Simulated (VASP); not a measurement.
# Ti (P6_3/mmc) in VASP: a series of runs

Runs on Ti. Level: PBEsol. Tasks: single point, relaxation of cell and atoms.

Everything below comes from runs of VASP 6.6.1. Logs are shortened: lines on timing, memory, paths and dates and some standing lists are left out, and cuts for length are marked.

## Step 1: The cell of the first run

Symmetry: P6_3/mmc, No. 194, hexagonal system. The conventional cell has a = 2.901 Å, b = 2.901 Å, c = 4.588 Å, α = 90.00°, β = 90.00°, γ = 120.00°. Ti (site symmetry -6m2) has 12 Ti at 2.84 to 2.90 Å within 3.7 Å.

## Step 2: Single point, PBEsol

File INCAR:

```
SYSTEM = Ti
ALGO = Normal ; EDIFF = 1E-6
ENCUT = 520 ; GGA = PS
ISIF = 2 ; ISMEAR = 0
LASPH = .True. ; LCHARG = .False.
LREAL = .False. ; LWAVE = .False.
NBANDS = 19 ; NELM = 100
PREC = Accurate ; SIGMA = 0.1
```

File KPOINTS:

```
k-points
0
Gamma
  16 16 10
  0 0 0
```

File POSCAR:

```
Ti
1.0
    2.9011081129      0.0000000000      0.0000000000
   -1.4505540564      2.5124333249      0.0000000000
    0.0000000000      0.0000000000      4.5879492827
Ti
2
Direct
    0.3333333333      0.6666666667      0.2500000000
    0.6666666667      0.3333333333      0.7500000000
```

Potentials or basis: VASP PAW PBE potentials, release 64 (Ti_sv).

Run with:

```console
$ cat potpaw_PBE.64/Ti_sv/POTCAR > POTCAR
$ mpirun -np 1 vasp_std > vasp.out
```

OUTCAR:

```text
SYSTEM = Ti
   EDIFF = 1E-6
   ENCUT = 520
   GGA = PS
   ISIF = 2
   ISMEAR = 0
   LASPH = .True.
   LREAL = .False.
   NELM = 100
   PREC = Accurate

 ion  position               nearest neighbor table
   1  0.333  0.667  0.250-   2 2.84   2 2.84   2 2.84   2 2.84   2 2.84   2 2.84
   2  0.667  0.333  0.750-   1 2.84   1 2.84   1 2.84   1 2.84   1 2.84   1 2.84

  LATTYP: Found a hexagonal cell.
 ALAT       =     2.9011081129
 C/A-ratio  =     1.5814471933

  Lattice vectors:

 A1 = (   2.9011081129,   0.0000000000,   0.0000000000)
 A2 = (  -1.4505540564,   2.5124333249,   0.0000000000)
 A3 = (   0.0000000000,   0.0000000000,   4.5879492827)

Analysis of symmetry for initial positions (statically):
=====================================================================
 Subroutine PRICEL returns:
 Original cell was already a primitive cell.

 Routine SETGRP: Setting up the symmetry group for a
 hexagonal supercell.

 Subroutine GETGRP returns: Found 24 space group operations
 (whereof 12 operations were pure point group operations)
 out of a pool of 24 trial point group operations.

The static configuration has the point symmetry D_3d.
 The point group associated with its full space group is D_6h.

Analysis of symmetry for dynamics (positions and initial velocities):
=====================================================================
 Subroutine PRICEL returns:
 Original cell was already a primitive cell.

 Routine SETGRP: Setting up the symmetry group for a
 hexagonal supercell.

 Subroutine GETGRP returns: Found 24 space group operations
 (whereof 12 operations were pure point group operations)
 out of a pool of 24 trial point group operations.

The dynamic configuration has the point symmetry D_3d.
 The point group associated with its full space group is D_6h.

 Subroutine INISYM returns: Found 24 space group operations
 (whereof 12 operations are pure point group operations),
 and found     1 'primitive' translations

----------------------------------------------------------------------------------------

                                     Primitive cell

  volume of cell :      33.4408

  direct lattice vectors                    reciprocal lattice vectors
     2.901108113  0.000000000  0.000000000     0.344695875  0.199010256  0.000000000
    -1.450554056  2.512433325  0.000000000     0.000000000  0.398020513  0.000000000
     0.000000000  0.000000000  4.587949283     0.000000000  0.000000000  0.217962305

  length of vectors
     2.901108113  2.901108113  4.587949283     0.398020513  0.398020513  0.217962305

  position of ions in fractional coordinates (direct lattice)
[... 79 lines left out ...]
   EDIFF  = 0.1E-05   stopping-criterion for ELM
   LREAL  =      F    real-space projection
   EDIFFG = 0.1E-04   stopping-criterion for IOM
   NSW    =      0    number of steps for IOM
   IBRION =     -1    ionic relax: 0-MD 1-quasi-New 2-CG
   NFREE  =      0    steps in history (QN), initial steepest desc. (CG)
   ISIF   =      2    stress and relaxation
   ISYM   =      2    0-nonsym 1-usesym 2-fastsym
   POTIM  = 0.5000    time-step for ionic-motion
   TEBEG  =    0.0;   TEEND  =   0.0 temperature during run
   PSTRESS=    0.0 pullay stress
   NELECT =      24.0000    total number of electrons
   NUPDOWN=      -1.0000    fix difference up-down
   EMIN   =  10.00;   EMAX   =-10.00  energy-range for DOS
   EFERMI =   0.00;   METHOD = LEGACY
   ISMEAR =     0;   SIGMA  =   0.10  broadening in eV -4-tet -1-fermi 0-gaus
   EFERMI_NEDOS =   21; number of points for ismear=-14 and -15
   IALGO  =     38    algorithm
   IMIX   =      4    mixing-type and parameters
     AMIX     =   0.40;   BMIX     =  1.00
     AMIX_MAG =   1.60;   BMIX_MAG =  1.00
  volume/ion in A,a.u.               =      16.72       112.83
  Fermi-wavevector in a.u.,A,eV,Ry     =   1.465726  2.769821 29.230126  2.148354
  Thomas-Fermi vector in A             =   2.581549
   LORBIT       =      0    0 simple, 1 ext, 2 COOP (PROOUT), +10 PAW based schemes
   GGA     = PS    functional components
   LHFCALC =     F    Hartree Fock is set to
   AEXX    =    0.0000 exact exchange contribution
   IVDW    =     0    specifies the selected vdW correction
   LEPSILON=     F    determine dielectric tensor
   LRPA    =     F    only Hartree local field effects (RPA)
 non-spin polarized calculation
 Gauss-broadening in eV      SIGMA  =   0.10
  energy-cutoff  :      520.00
  volume of cell :       33.44
 maximum number of plane-waves:       929
 NGX is ok and might be reduce to    24
   NGX = 11   NGY = 11   NGZ = 17

 number of electron      23.9999998 magnetization

 Free energy of the ion-electron system (eV)
  ---------------------------------------------------
  ext. energy  EPLUGINS =         0.00000000
  ---------------------------------------------------
  free energy    TOTEN  =       -16.68382932 eV

  energy without entropy =      -16.67380504  energy(sigma->0) =      -16.67881718

 E-fermi :   8.6241     XC(G=0): -11.8181

 val. band max:        8.6234170781   @ k =   0.0625  -0.0000   0.5000
 cond. band min:       8.6325920259   @ k =   0.3125   0.3125   0.3000
 fundamental gap:      0.0091749479
 Fermi energy:         8.6241331079

 k-point     1 :       0.0000    0.0000    0.0000
  band No.  band energies     occupation
      1     -47.9504      2.00000
      2     -47.7867      2.00000
      3     -24.6913      2.00000
      4     -23.9569      2.00000
      5     -23.9569      2.00000
      6     -23.8766      2.00000
[... 505 lines left out ...]
      6     -24.1149      2.00000
[... 11 lines left out ...]
     18      12.1843      0.00000
     19      12.5057      0.00000

 [... further k-points ...]

------------------------ aborting loop because EDIFF is reached ----------------------------------------

  FORCE on cell =-STRESS in cart. coord.  units (eV):
  Direction    XX          YY          ZZ          XY          YZ          ZX
  --------------------------------------------------------------------------------------
  -------------------------------------------------------------------------------------
  Total       -0.0487935     -0.0487935     -0.0553150     -0.0000000      0.0000000     -0.0000000
  in kB       -2.3377344     -2.3377344     -2.6501857     -0.0000000      0.0000000     -0.0000000
  external PRESSURE =      -2.4418848 kB  Pullay stress =       0.0000000 kB

 VOLUME and BASIS-vectors are now :
 -----------------------------------------------------------------------------
  energy-cutoff  :      520.00
  volume of cell :       33.44
      direct lattice vectors                 reciprocal lattice vectors
     2.901108113  0.000000000  0.000000000     0.344695875  0.199010256  0.000000000
    -1.450554056  2.512433325  0.000000000     0.000000000  0.398020513  0.000000000
     0.000000000  0.000000000  4.587949283     0.000000000  0.000000000  0.217962305

 POSITION                                       TOTAL-FORCE (eV/Angst)
 -----------------------------------------------------------------------------------
     -0.00000      1.67496      1.14699         0.000000     -0.000000      0.000000
      1.45055      0.83748      3.44096        -0.000000      0.000000      0.000000
 -----------------------------------------------------------------------------------
    total drift:                               -0.000000      0.000000     -0.000000

  FREE ENERGIE OF THE ION-ELECTRON SYSTEM (eV)
  ---------------------------------------------------
  free  energy   TOTEN  =       -16.6838293185 eV

  energy  without entropy=      -16.6738050449  energy(sigma->0) =      -16.67881718
```

stdout:

```text
POSCAR found type information on POSCAR Ti
 POSCAR found :  1 types and       2 ions
 scaLAPACK will be used
 -----------------------------------------------------------------------------
|                                                                             |
|                                                                             |
|     You enforced a specific xc type in the INCAR file but a different       |
|     I HOPE YOU KNOW WHAT YOU ARE DOING!                                     |
|                                                                             |
 -----------------------------------------------------------------------------

 LDA part: xc-table for (Slater+PW92), standard interpolation
 POSCAR, INCAR and KPOINTS ok, starting setup
 FFT: planning ... GRIDC
 FFT: planning ... GRID_SOFT
 FFT: planning ... GRID
 WAVECAR not read
 entering main loop
```

Run time: 68 s. Hardware: 1 thread of Intel Xeon Platinum 8259CL at 2.50GHz (Skylake/Cascade Lake), shared host; peak memory 0.22 GiB.

Results:

| Item | Value |
| --- | --- |
| Free energy | -16.6838 eV |
| Pressure | -0.2 GPa |
| Band gap on the k mesh | zero (bands 12 and 13 overlap by 1.08 eV) |

Caveat: the PAW data sets were made with another functional, which shifts forces and pressure a little.

## Step 3: Relaxation of cell and atoms, PBEsol

This run uses another cell than the first one, of 17.64 Å³/atom.

File INCAR:

```
PREC     = Accurate       # precision mode
ENCUT    = 600            # plane-wave cutoff, eV
EDIFF    = 1E-6           # SCF threshold, eV
ISMEAR   = 0              # smearing method
SIGMA    = 0.1            # smearing width, eV
LREAL    = False          # projectors in reciprocal space
LASPH    = True           # aspherical terms in the spheres
NELM     = 60             # most SCF steps
ALGO     = Fast           # electronic algorithm
ISIF     = 3              # what is computed and relaxed
LWAVE    = False          # write WAVECAR
LCHARG   = False          # write CHGCAR
GGA      = PS             # functional
IBRION   = 2              # ionic algorithm
NSW      = 80             # ionic steps
EDIFFG   = -0.005         # ionic threshold
```

File KPOINTS:

```
Automatic mesh
0
Gamma
  16 16 10
```

File POSCAR:

```
Ti
1.0
    2.9500000000      0.0000000000      0.0000000000
   -1.4750000000      2.5547749412      0.0000000000
    0.0000000000      0.0000000000      4.6800000000
Ti
2
Direct
    0.3333333333      0.6666666667      0.2500000000
    0.6666666667      0.3333333333      0.7500000000
```

Potentials or basis: VASP PAW PBE potentials, release 64 (Ti_sv).

Run with:

```console
$ cat potpaw_PBE.64/Ti_sv/POTCAR > POTCAR
$ mpirun -np 1 vasp_std > vasp.out
```

It took 17 min on 1 thread of Intel Xeon Platinum 8259CL at 2.50GHz (Skylake/Cascade Lake), shared host; peak memory 0.26 GiB.

Results (log left out):

```
Free energy                           : -16.6843 eV
Relaxed volume                        : 16.67 Å³/atom
Relaxed cell                          : a = 2.899 Å, b = 2.899 Å, c = 4.582 Å, α = 90.00°, β = 90.00°, γ = 120.00°
Space group after relaxing (to 0.1 Å) : P6_3/mmc (No. 194)
Energy gained by relaxing             : 18.7 meV/atom
Ionic steps                           : 8
Pressure after relaxing               : 0.0 GPa
Band gap on the k mesh                : zero (bands 12 and 13 overlap by 1.08 eV)
```

The path:
| step | energy change (eV) | largest force (eV/Å) | pressure (GPa) | volume (Å³) |
| --- | --- | --- | --- | --- |
| 1 | 0.0000 | 0.0000 | -5.96 | 35.27 |
| 2 | -0.0166 | 0.0000 | 5.04 | 32.03 |
| 3 | -0.0374 | 0.0000 | 0.00 | 33.37 |
| 4 | -0.0373 | 0.0000 | 0.04 | 33.33 |
| 5 | -0.0374 | 0.0000 | 0.10 | 33.33 |
| 6 | -0.0374 | 0.0000 | 0.10 | 33.33 |
| 7 | -0.0374 | 0.0000 | -0.02 | 33.37 |
| 8 | -0.0374 | 0.0000 | -0.03 | 33.35 |

Final structure:
```xyz
2
Lattice="2.8991 0.0000 0.0000 -1.4495 2.5107 0.0000 0.0000 0.0000 4.5817" Properties=species:S:1:pos:R:3 pbc="T T T"
Ti    0.0000    1.6738    1.1454
Ti    1.4496    0.8369    3.4363
```

Levels at points of the mesh, in eV from the Fermi level:
```tsv
k point	band 10	band 11	band 12	band 13	band 14	band 15
(0.00, 0.00, 0.00)	-2.80	0.78	0.78	0.91	0.93	1.32
(0.50, 0.00, 0.00)	-2.29	-1.97	-0.59	0.46	0.66	1.24
(0.00, 0.00, 0.50)	-4.39	0.09	0.09	0.68	0.68	0.68
(0.50, 0.00, 0.50)	-2.67	-0.87	-0.87	1.44	1.44	1.79
```

Caveat: the PAW data sets were made with another functional, which shifts forces and pressure a little.
